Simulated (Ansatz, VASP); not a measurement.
## KF in VASP and in Ansatz

POSCAR

```
KF
1.0
    0.0000000000      2.6735000000      2.6735000000
    2.6735000000      0.0000000000      2.6735000000
    2.6735000000      2.6735000000      0.0000000000
K F
1 1
Direct
   -0.0327286329      0.0327286329      0.0327286329
    0.5000000000      0.5000000000      0.5000000000
```

INCAR.step1

```
ALGO = Normal
EDIFF = 1E-4
ENCUT = 520
GGA = PE
ISMEAR = 0
LASPH = T
LCHARG = F
LREAL = F
LWAVE = T
NBANDS = 15
NELM = 100
PREC = Accurate
SIGMA = 0.05
```

File INCAR.step2:

```
ALGO = Normal
EDIFF = 1E-6
ENCUT = 520
ISIF = 2
ISMEAR = 0
ISTART = 1
LASPH = T
LCHARG = F
LMIXTAU = T
LREAL = F
LWAVE = F
METAGGA = R2SCAN
NBANDS = 15
NELM = 100
PREC = Accurate
SIGMA = 0.05
```

KPOINTS

```
k-points
0
Gamma
  8 8 8
```

Input for Ansatz:

```yaml
crystal:
  lattice:
    - [0.0, 2.6735, 2.6735]
    - [2.6735, 0.0, 2.6735]
    - [2.6735, 2.6735, 0.0]
  atoms:
    - { symbol: K, position: [-0.0327286329, 0.0327286329, 0.0327286329] }
    - { symbol: F, position: [0.5, 0.5, 0.5] }
basis:
  ecutwfc: 500
kpoints:
  mp_grid: { grid: [8, 8, 8] }
hamiltonian:
  xc: r2scan
scf:
  occupations: { method: gaussian, width: 0.05 }
output:
  forces: true
  stress: true
  eigenvalues: true
```

Change from the starting cell: all K atoms moved +0.175 Å, as atom 1 along Cartesian [1 0 0].

Alike in both runs: task single point; functional r2SCAN; k mesh 8 × 8 × 8; occupations gaussian, width 0.05 eV; no spin polarisation.

|  | VASP | Ansatz |
| --- | --- | --- |
| version | VASP 6.6.1 | Ansatz 0.2.0 |
| potentials or method | VASP PAW PBE potentials, release 64 (K_sv, F), cutoff 520 eV | scalar-relativistic, plane waves, PAW |
| valence electrons in the cell | 16 | 16 |

VASP gave:

- gap on the k mesh at the Fermi level (eV): 6.82
- least direct gap on the mesh (eV): 6.82
- pressure (GPa): -0.1
- traceless stress, the component that is largest in VASP (GPa): 1.17
- rms of the force components (eV/Å): 0.196

Q: Which values does Ansatz return?

A: gap on the k mesh at the Fermi level (eV): 6.82; least direct gap on the mesh (eV): 6.82; pressure (GPa): -0.1; traceless stress, the component that is largest in VASP (GPa): 1.13; rms of the force components (eV/Å): 0.188.

VASP's potentials were made for PBE, not for r2SCAN. Atom by atom the forces differ by 0.008 eV/Å (rms over components).
